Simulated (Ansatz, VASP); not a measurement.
**Two plane-wave programs on HfO2**

INCAR

```
PREC = Accurate ; ENCUT = 600
EDIFF = 1E-6 ; ISMEAR = 0
SIGMA = 0.01 ; LREAL = F
LASPH = T ; NELM = 120
ALGO = Normal ; ISIF = 2
LWAVE = F ; LCHARG = F
GGA = PS ; IVDW = 12
NBANDS = 18 ; GGA_COMPAT = F
```

Contents of KPOINTS:

```
Automatic mesh
0
Gamma
  6 6 6
```

File POSCAR:

```
HfO2
1.0
    0.0000000000      2.5575000000      2.5575000000
    2.5575000000      0.0000000000      2.5575000000
    2.5575000000      2.5575000000      0.0000000000
Hf O
1 2
Direct
    0.0000000000      0.0000000000      0.0000000000
    0.2500000000      0.2500000000      0.2500000000
    0.7500000000      0.7500000000      0.7500000000
```

Input for Ansatz:

```yaml
crystal:
  lattice:
    - [0.0, 2.5575, 2.5575]
    - [2.5575, 0.0, 2.5575]
    - [2.5575, 2.5575, 0.0]
  atoms:
    - { symbol: Hf, position: [0.0, 0.0, 0.0] }
    - { symbol: O, position: [0.25, 0.25, 0.25] }
    - { symbol: O, position: [0.75, 0.75, 0.75] }
basis:
  ecutwfc: 470.0
kpoints:
  mp_grid:
    grid: [6, 6, 6]
    shift: [0.0, 0.0, 0.0]
hamiltonian:
  xc: pbesol
  dispersion: d3bj
  pseudopotentials:
    kind: paw
scf:
  occupations:
    method: fixed
output:
  band_densities:
    - { bands: [v3, v1] }
    - { bands: [c1, c1] }
```

Alike in both runs: task single point; functional PBEsol; dispersion D3(BJ); k mesh 6 × 6 × 6; no spin polarisation.

```csv
,VASP,Ansatz
version,VASP 6.6.1,Ansatz 0.2.0
potentials or method,"VASP PAW PBE potentials, release 64 (Hf_pv, O), cutoff 600 eV","plane waves, PAW"
occupations,"gaussian, width 0.01 eV",fixed
valence electrons in the cell,22,38
```

Ansatz gave:

| Property | Result |
| --- | --- |
| gap on the k mesh at the Fermi level (eV) | 3.59 |

**Question.** Estimate VASP's values.

**Answer.** gap on the k mesh at the Fermi level (eV): 3.60.

VASP's potentials were made for PBE, not for PBEsol. VASP's potentials hold 22 valence electrons a cell and Ansatz's 38, so a difference there can come from the potentials and not from the codes.

Spin-orbit coupling is off throughout.
